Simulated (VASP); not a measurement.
Crystal: CaTlH3.

```xyz
5
Lattice="4.4992 0.0000 0.0000 0.0000 4.4992 0.0000 0.0000 0.0000 4.4992" Properties=species:S:1:pos:R:3 pbc="T T T"
Ca    0.0000    0.0000    0.0000
Tl    2.2496    2.2496    2.2496
H     0.0000    2.2496    2.2496
H     2.2496    0.0000    2.2496
H     2.2496    2.2496    0.0000
```

- Program: VASP 6.6.1
- Task: relaxation of cell and atoms
- Functional: PBEsol
- Potentials or basis: VASP PAW PBE potentials, release 64 (Ca_sv, Tl_d, H)
- Cutoff: 600 eV
- k mesh: 6 × 6 × 6
- Occupations: fermi-dirac, width 0.03 eV
- Spin: no spin polarisation

At the start: pressure -4.7 GPa; volume 18.22 Å³/atom.

Problem. Where does the relaxation end?

Solution. Over 5 steps the energy falls by 61.5 meV/atom and the volume is 14.80 Å³/atom (-18.8 %); space group Pm-3m (No. 221, to 0.05 Å).

The path:
| step | energy change (eV) | largest force (eV/Å) | pressure (GPa) | volume (Å³) |
| --- | --- | --- | --- | --- |
| 1 | 0.0000 | 0.0000 | -4.69 | 91.08 |
| 2 | -0.1798 | 0.0000 | -3.58 | 84.22 |
| 3 | -0.3001 | 0.0000 | -1.00 | 76.23 |
| 4 | -0.3073 | 0.0000 | 0.17 | 73.62 |
| 5 | -0.3075 | 0.0000 | -0.01 | 73.98 |

Final structure:
```yaml
crystal:
  lattice:
    - [4.19801, 0.00000, 0.00000]
    - [0.00000, 4.19801, 0.00000]
    - [0.00000, 0.00000, 4.19801]
  atoms:
    - { symbol: Ca, position: [0.00000, 0.00000, 0.00000] }
    - { symbol: Tl, position: [0.50000, 0.50000, 0.50000] }
    - { symbol: H, position: [0.00000, 0.50000, 0.50000] }
    - { symbol: H, position: [0.50000, 0.00000, 0.50000] }
    - { symbol: H, position: [0.50000, 0.50000, 0.00000] }
```

Caveat: the volume moved by over 15 % at a fixed basis, so the end points are rough; the PAW data sets were made with another functional, which shifts forces and pressure a little.
